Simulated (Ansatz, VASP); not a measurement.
**Cd: VASP beside Ansatz**

```
CELL_PARAMETERS angstrom
-1.69587 1.69587 1.69587
1.69587 -1.69587 1.69587
1.69587 1.69587 -1.69587
ATOMIC_POSITIONS crystal
Cd 0.00000 0.00000 0.00000
```

Alike in both runs: task single point; functional LDA; k mesh 14 × 14 × 14; occupations fermi-dirac, width 0.1 eV; no spin polarisation.

```csv
,VASP,Ansatz
version,VASP 6.6.1,Ansatz 0.2.0
potentials or method,"VASP PAW LDA potentials, release 64 (Cd), cutoff 520 eV","plane waves (420 eV) with PAW, scalar-relativistic"
valence electrons in the cell,12,20
```

```tsv
	VASP	Ansatz	Ansatz less VASP
pressure (GPa)	3.4	2.7	-0.69
```

Ansatz warns that its potentials were made for another functional, while VASP's fit it. LDA's correlation is that of Perdew and Zunger in VASP and of Perdew and Wang (1992) in Ansatz. VASP's potentials hold 12 valence electrons a cell and Ansatz's 20, so a difference there can come from the potentials and not from the codes.
